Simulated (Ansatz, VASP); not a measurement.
One calculation of ZrTa2C2, two programs

```
Zr Ta C
1.0
    -1.84626    1.84626    4.85970
     1.84626   -1.84626    4.85970
     1.84626    1.84626   -4.85970
Zr Ta C
1 2 2
Direct
  0.00000 0.00000 0.00000
  0.75000 0.25000 0.50000
  0.25000 0.75000 0.50000
  0.42176 0.42176 0.00000
  0.57824 0.57824 0.00000
```

Change from the starting cell: species swapped into the LiCu2P2 type (I4/mmm, No. 139).

Alike in both runs: functional PBE; k mesh 6 × 6 × 6; occupations gaussian, width 0.1 eV; no spin polarisation.

Ansatz relaxed the structure, and its values are those at the end. VASP's run is a single point on that final structure, the one shown.

|  | VASP | Ansatz |
| --- | --- | --- |
| version | VASP 6.6.1 | Ansatz 0.2.0 |
| potentials or method | VASP PAW PBE potentials, release 64 (Zr_sv, Ta_pv, C), cutoff 520 eV | scalar-relativistic, plane waves, PAW |
| valence electrons in the cell | 42 | 46 |

Ansatz gave:

| Property | Result |
| --- | --- |
| gap on the k mesh at the Fermi level (eV) | none |
| pressure (GPa) | -0.2 |

Problem. What did VASP give for the same quantities?

Solution. gap on the k mesh at the Fermi level (eV): none; pressure (GPa): 0.2.

A gap of «none» marks a metal or a gap that the smearing closes. VASP's potentials hold 42 valence electrons a cell and Ansatz's 46, so a difference there can come from the potentials and not from the codes.

The k mesh is coarse, so the values compare programs but aren't converged. Spin-orbit coupling is off throughout.
